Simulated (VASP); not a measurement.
Set up this calculation in VASP 6.6.1, as the native input.

| Quantity | Value |
| --- | --- |
| Task | electric field gradients |
| Functional | PBEsol |
| Potentials or basis | VASP PAW PBE potentials, release 64 (Zr_sv) |
| Cutoff | 520 eV |
| k mesh | 13 × 13 × 7 |
| Occupations | fermi-dirac, width 0.03 eV |
| Spin | no spin polarisation |
| Dipole correction | no |
| Further INCAR settings | ALGO = Normal; EDIFF = 1e-08; NBANDS = 19 |

The structure of Zr lies in POSCAR:

```
Zr
1.0
    3.1883172162      0.0000000000      0.0000000000
   -1.5941586081      2.7611637045      0.0000000000
    0.0000000000      0.0000000000      5.0774374186
Zr
2
Direct
    0.3333333333      0.6666666667      0.2500000000
    0.6666666667      0.3333333333      0.7500000000
```

This cell differs from its parent crystal: functional pbesol, volume scaled by 0.96.

These files were run (other wordings do the same):

INCAR

```
SYSTEM = Zr
PREC = Accurate
ENCUT = 520
EDIFF = 1E-8
ISMEAR = -1
SIGMA = 0.03
LREAL = .False.
LASPH = .True.
NELM = 60
ALGO = Normal
ISIF = 2
LWAVE = .False.
LCHARG = .False.
GGA = PS
LEFG = .True.
NBANDS = 19
```

KPOINTS

```
regular mesh
0
Gamma
  13 13 7
  0 0 0
```

Potentials or basis: VASP PAW PBE potentials, release 64 (Zr_sv).

The run is started by

```console
$ cat potpaw_PBE.64/Zr_sv/POTCAR > POTCAR
$ mpirun -np 1 vasp_std > vasp.out
```

It gave:

```yaml
Pressure: 0.6 GPa
Band_gap_on_the_k_mesh: zero (band 12 reaches 10.30 eV, above the bottom of band 13 at 9.13 eV)
```

Caveat: without QUAD_EFG the Cq values of the log hold for a quadrupole moment of 1 mb, not for the nuclei; the PAW data sets were made with another functional, which shifts forces and pressure a little.

It took 2.4 min on 1 thread of AMD EPYC 7R13, with other jobs on the host, peak memory 0.17 GiB.
